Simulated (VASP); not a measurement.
# Al (Im-3m) in VASP: a series of runs

The runs below take Al through relaxation of cell and atoms, with LDA, BLYP+D3(BJ).

All numbers are computed with VASP 6.6.1; they aren't measurements. Logs are shortened: lines on timing, memory, paths and dates and some standing lists are left out, and cuts for length are marked.

## 1. The cell of the first run

It takes space group Im-3m (No. 229, cubic). Conventional cell: a = 3.182 Å, b = 3.182 Å, c = 3.182 Å, α = 90.00°, β = 90.00°, γ = 90.00°. Within 3.6 Å of Al (site symmetry m-3m) lie 14 Al at 2.76 to 3.18 Å.

## 2. Relaxation of cell and atoms, LDA

INCAR reads:

```
PREC = Accurate
ENCUT = 600
EDIFF = 1E-6
ISMEAR = -1
SIGMA = 0.15
LREAL = F
LASPH = T
NELM = 60
ALGO = Normal
ISIF = 3
LWAVE = F
LCHARG = F
IBRION = 2
NSW = 100
EDIFFG = -0.03
```

KPOINTS reads:

```
regular mesh
0
Gamma
  13 13 13
```

POSCAR reads:

```
Al
1.0
   -1.5912200000      1.5912200000      1.5912200000
    1.5912200000     -1.5912200000      1.5912200000
    1.5912200000      1.5912200000     -1.5912200000
Al
1
Direct
    0.0000000000      0.0000000000      0.0000000000
```

Potentials or basis: VASP PAW LDA potentials, release 64 (Al).

On the command line:

```
cat potpaw_LDA.64/Al/POTCAR > POTCAR
mpirun -np 1 vasp_std > vasp.out
```

OUTCAR:

```text
PREC = Accurate
   ENCUT = 600
   EDIFF = 1E-6
   ISMEAR = -1
   LREAL = F
   LASPH = T
   NELM = 60
   ISIF = 3
   IBRION = 2
   NSW = 100
   EDIFFG = -0.03

 ion  position               nearest neighbor table
   1  0.000  0.000  0.000-

  LATTYP: Found a body centered cubic cell.
 ALAT       =     3.1824400000

  Lattice vectors:

 A1 = (  -1.5912200000,   1.5912200000,   1.5912200000)
 A2 = (   1.5912200000,  -1.5912200000,   1.5912200000)
 A3 = (   1.5912200000,   1.5912200000,  -1.5912200000)

Analysis of symmetry for initial positions (statically):
=====================================================================
 Subroutine PRICEL returns:
 Original cell was already a primitive cell.

 Routine SETGRP: Setting up the symmetry group for a
 body centered cubic supercell.

 Subroutine GETGRP returns: Found 48 space group operations
 (whereof 48 operations were pure point group operations)
 out of a pool of 48 trial point group operations.

The static configuration has the point symmetry O_h .

Analysis of symmetry for dynamics (positions and initial velocities):
=====================================================================
 Subroutine PRICEL returns:
 Original cell was already a primitive cell.

 Routine SETGRP: Setting up the symmetry group for a
 body centered cubic supercell.

 Subroutine GETGRP returns: Found 48 space group operations
 (whereof 48 operations were pure point group operations)
 out of a pool of 48 trial point group operations.

The dynamic configuration has the point symmetry O_h .

 Subroutine INISYM returns: Found 48 space group operations
 (whereof 48 operations are pure point group operations),
 and found     1 'primitive' translations

----------------------------------------------------------------------------------------

                                     Primitive cell

  volume of cell :      16.1158

  direct lattice vectors                    reciprocal lattice vectors
    -1.591220000  1.591220000  1.591220000     0.000000000  0.314224306  0.314224306
     1.591220000 -1.591220000  1.591220000     0.314224306  0.000000000  0.314224306
     1.591220000  1.591220000 -1.591220000     0.314224306  0.314224306  0.000000000

  length of vectors
     2.756073886  2.756073886  2.756073886     0.444380275  0.444380275  0.444380275

  position of ions in fractional coordinates (direct lattice)
     0.000000000  0.000000000  0.000000000

  ion indices of the primitive-cell ions
   primitive index   ion index
                 1           1

----------------------------------------------------------------------------------------

 KPOINTS: regular mesh

Automatic generation of k-mesh.
 Grid dimensions read from file:
 generate k-points for:   13   13   13

 Generating k-lattice:

  Cartesian coordinates                     Fractional coordinates (reciprocal lattice)
     0.000000000  0.024171100  0.024171100     0.076923077  0.000000000  0.000000000
     0.024171100  0.000000000  0.024171100     0.000000000  0.076923077  0.000000000
     0.024171100  0.024171100  0.000000000     0.000000000  0.000000000  0.076923077

  Length of vectors
     0.034183098  0.034183098  0.034183098

  Shift w.r.t. Gamma in fractional coordinates (k-lattice)
     0.000000000  0.000000000  0.000000000

 Subroutine IBZKPT returns following result:
[... 38 lines left out ...]
   NGXF,Y,Z  is equivalent  to a cutoff of  28.95, 28.95, 28.95 a.u.
 SYSTEM =  unknown system
   PREC   = accura    normal or accurate (medium, high low for compatibility)
   ISTART =      0    job   : 0-new  1-cont  2-samecut
   ICHARG =      2    charge: 1-file 2-atom 10-const
   ISPIN  =      1    spin polarized calculation?
   LNONCOLLINEAR =      F non collinear calculations
   LSORBIT =      F    spin-orbit coupling
   LASPH  =      T    aspherical Exc in radial PAW
   ENCUT  =  600.0 eV  44.10 Ry    6.64 a.u.   5.50  5.50  5.50*2*pi/ulx,y,z
   NELM   =     60;   NELMIN=  2; NELMDL= -5     # of ELM steps
   EDIFF  = 0.1E-05   stopping-criterion for ELM
   LREAL  =      F    real-space projection
   EDIFFG = -.3E-01   stopping-criterion for IOM
   NSW    =    100    number of steps for IOM
   IBRION =      2    ionic relax: 0-MD 1-quasi-New 2-CG
   NFREE  =      1    steps in history (QN), initial steepest desc. (CG)
   ISIF   =      3    stress and relaxation
   ISYM   =      2    0-nonsym 1-usesym 2-fastsym
   POTIM  = 0.5000    time-step for ionic-motion
   TEBEG  =    0.0;   TEEND  =   0.0 temperature during run
   PSTRESS=    0.0 pullay stress
   NELECT =       3.0000    total number of electrons
   NUPDOWN=      -1.0000    fix difference up-down
   EMIN   =  10.00;   EMAX   =-10.00  energy-range for DOS
   EFERMI =   0.00;   METHOD = LEGACY
   ISMEAR =    -1;   SIGMA  =   0.15  broadening in eV -4-tet -1-fermi 0-gaus
   EFERMI_NEDOS =   21; number of points for ismear=-14 and -15
   IALGO  =     38    algorithm
   IMIX   =      4    mixing-type and parameters
     AMIX     =   0.40;   BMIX     =  1.00
     AMIX_MAG =   1.60;   BMIX_MAG =  1.00
  volume/ion in A,a.u.               =      16.12       108.75
  Fermi-wavevector in a.u.,A,eV,Ry     =   0.934756  1.766433 11.888351  0.873769
  Thomas-Fermi vector in A             =   2.061594
   LORBIT       =      0    0 simple, 1 ext, 2 COOP (PROOUT), +10 PAW based schemes
   GGA     = CA    functional components
   LHFCALC =     F    Hartree Fock is set to
   AEXX    =    0.0000 exact exchange contribution
   IVDW    =     0    specifies the selected vdW correction
   LEPSILON=     F    determine dielectric tensor
   LRPA    =     F    only Hartree local field effects (RPA)
 conjugate gradient relaxation of ions
 non-spin polarized calculation
  energy-cutoff  :      600.00
  volume of cell :       16.12
 maximum number of plane-waves:       555
 NGX is ok and might be reduce to    24
   NGX = 11   NGY = 11   NGZ = 11

--------------------------------------- Ionic step        1  -------------------------------------------

 number of electron       3.0000000 magnetization

 Free energy of the ion-electron system (eV)
  ---------------------------------------------------
  ext. energy  EPLUGINS =         0.00000000
  ---------------------------------------------------
  free energy    TOTEN  =        -4.10747870 eV

  energy without entropy =       -4.07782504  energy(sigma->0) =       -4.09265187

------------------------ aborting loop because EDIFF is reached ----------------------------------------

  FORCE on cell =-STRESS in cart. coord.  units (eV):
  Direction    XX          YY          ZZ          XY          YZ          ZX
  --------------------------------------------------------------------------------------
  -------------------------------------------------------------------------------------
  Total        0.0387269      0.0387269      0.0387269      0.0000000      0.0000000     -0.0000000
  in kB        3.8501079      3.8501079      3.8501079      0.0000000      0.0000000     -0.0000000
  external PRESSURE =       3.8501079 kB  Pullay stress =       0.0000000 kB

 VOLUME and BASIS-vectors are now :
 -----------------------------------------------------------------------------
  energy-cutoff  :      600.00
  volume of cell :       16.12
      direct lattice vectors                 reciprocal lattice vectors
    -1.591220000  1.591220000  1.591220000     0.000000000  0.314224306  0.314224306
     1.591220000 -1.591220000  1.591220000     0.314224306  0.000000000  0.314224306
     1.591220000  1.591220000 -1.591220000     0.314224306  0.314224306  0.000000000

 POSITION                                       TOTAL-FORCE (eV/Angst)
 -----------------------------------------------------------------------------------
      0.00000      0.00000      0.00000         0.000000      0.000000      0.000000
 -----------------------------------------------------------------------------------
    total drift:                                0.000000      0.000000      0.000000

  FREE ENERGIE OF THE ION-ELECTRON SYSTEM (eV)
  ---------------------------------------------------
  free  energy   TOTEN  =        -4.1074787005 eV

  energy  without entropy=       -4.0778250359  energy(sigma->0) =       -4.09265187

--------------------------------------- Ionic step        2  -------------------------------------------

 number of electron       3.0000000 magnetization

 Free energy of the ion-electron system (eV)
  ---------------------------------------------------
  ext. energy  EPLUGINS =         0.00000000
  ---------------------------------------------------
  free energy    TOTEN  =        -4.10757558 eV

  energy without entropy =       -4.07768556  energy(sigma->0) =       -4.09263057

 E-fermi :   7.9919     XC(G=0): -10.4142

 val. band max:        7.8951531407   @ k =   0.2308   0.2308   0.1538
 cond. band min:       8.0300331698   @ k =  -0.3846   0.3846   0.1538
 fundamental gap:      0.1348800291
 Fermi energy:         7.9918900866

 k-point     1 :       0.0000    0.0000    0.0000
  band No.  band energies     occupation
      1      -3.2407      2.00000
      2      21.2812      0.00000
      3      21.2812      0.00000
      4      21.2812      0.00000
      5      22.6682      0.00000
[... 177 lines left out ...]
 k-point    24 :       0.2308    0.0769    0.0769
  band No.  band energies     occupation
      1      -0.1785      2.00000
      2      10.4104      0.00000
      3      14.2380      0.00000
      4      14.7397      0.00000
      5      22.4758      0.00000

 [... further k-points ...]
[... 5 lines left out ...]
  --------------------------------------------------------------------------------------
  -------------------------------------------------------------------------------------
  Total       -0.0039989     -0.0039989     -0.0039989     -0.0000000     -0.0000000      0.0000000
  in kB       -0.3953427     -0.3953427     -0.3953427     -0.0000000     -0.0000000      0.0000000
  external PRESSURE =      -0.3953427 kB  Pullay stress =       0.0000000 kB

 VOLUME and BASIS-vectors are now :
 -----------------------------------------------------------------------------
  energy-cutoff  :      600.00
  volume of cell :       16.21
      direct lattice vectors                 reciprocal lattice vectors
    -1.594192860  1.594192860  1.594192860     0.000000000  0.313638339  0.313638339
     1.594192860 -1.594192860  1.594192860     0.313638339  0.000000000  0.313638339
     1.594192860  1.594192860 -1.594192860     0.313638339  0.313638339  0.000000000

 POSITION                                       TOTAL-FORCE (eV/Angst)
 -----------------------------------------------------------------------------------
      0.00000      0.00000      0.00000         0.000000     -0.000000      0.000000
 -----------------------------------------------------------------------------------
    total drift:                                0.000000      0.000000      0.000000

  FREE ENERGIE OF THE ION-ELECTRON SYSTEM (eV)
  ---------------------------------------------------
  free  energy   TOTEN  =        -4.1075755774 eV

  energy  without entropy=       -4.0776855562  energy(sigma->0) =       -4.09263057

 reached required accuracy - stopping structural energy minimisation
```

It took 8.3 s on 1 thread of AMD EPYC 7R13, shared host; peak memory 0.13 GiB.

What came out:

| Property | Result |
| --- | --- |
| Free energy | -4.1076 eV |
| Relaxed volume | 16.21 Å³/atom |
| Relaxed cell | a = 2.761 Å, b = 2.761 Å, c = 2.761 Å, α = 109.47°, β = 109.47°, γ = 109.47° |
| Space group after relaxing (to 0.05 Å) | Im-3m (No. 229) |
| Energy gained by relaxing | 0.1 meV/atom |
| Ionic steps | 2 |
| Pressure after relaxing | 0.0 GPa |

Final structure:
```yaml
crystal:
  lattice:
    - [-1.59419, 1.59419, 1.59419]
    - [1.59419, -1.59419, 1.59419]
    - [1.59419, 1.59419, -1.59419]
  atoms:
    - { symbol: Al, position: [0.00000, 0.00000, 0.00000] }
```

## 3. Relaxation of cell and atoms, BLYP+D3(BJ)

INCAR reads:

```
SYSTEM = Al
PREC = Accurate ; ENCUT = 600
EDIFF = 1E-6 ; ISMEAR = -1
SIGMA = 0.15 ; LREAL = .False.
LASPH = .True. ; NELM = 60
ALGO = Normal ; ISIF = 3
LWAVE = .False. ; LCHARG = .False.
GGA = B5 ; ALDAX = 1.0
AGGAX = 1.0 ; AGGAC = 1.0
ALDAC = 0.0 ; IVDW = 12
VDW_S6 = 1.0 ; VDW_S8 = 2.6996
VDW_A1 = 0.4298 ; VDW_A2 = 4.2359
IBRION = 2 ; NSW = 100
EDIFFG = -0.03
```

KPOINTS reads:

```
Automatic mesh
0
Gamma
  13 13 13
  0 0 0
```

POSCAR is that of step 2.

Potentials or basis: VASP PAW PBE potentials, release 64 (Al).

On the command line:

```
cat potpaw_PBE.64/Al/POTCAR > POTCAR
mpirun -np 1 vasp_std > vasp.out
```

Run time: 15 s. Hardware: 1 thread of AMD EPYC 7R13, shared host; peak memory 0.15 GiB.

Results (log left out):

- Free energy: -3.3852 eV
- Relaxed volume: 15.97 Å³/atom
- Relaxed cell: a = 2.748 Å, b = 2.748 Å, c = 2.748 Å, α = 109.47°, β = 109.47°, γ = 109.47°
- Space group after relaxing (to 0.05 Å): Im-3m (No. 229)
- Energy gained by relaxing: 0.3 meV/atom
- Ionic steps: 2
- Pressure after relaxing: 0.0 GPa
- Dispersion energy per atom: -0.800 eV

Step by step:
| step | energy change (eV) | largest force (eV/Å) | pressure (GPa) | volume (Å³) |
| --- | --- | --- | --- | --- |
| 1 | 0.0000 | 0.0000 | -0.62 | 16.12 |
| 2 | -0.0003 | 0.0000 | -0.03 | 15.97 |

Final structure:
```
CELL_PARAMETERS angstrom
-1.58643 1.58643 1.58643
1.58643 -1.58643 1.58643
1.58643 1.58643 -1.58643
ATOMIC_POSITIONS crystal
Al 0.00000 0.00000 0.00000
```

Levels at points of the mesh, in eV from the Fermi level:
```tsv
k point	band 1	band 2	band 3	band 4
(0.00, 0.00, 0.00)	-11.35	13.37	13.37	13.37
```

Caveat: the PAW data sets were made with another functional, which shifts forces and pressure a little; pairwise dispersion overbinds metals, which lowers pressure and volume.
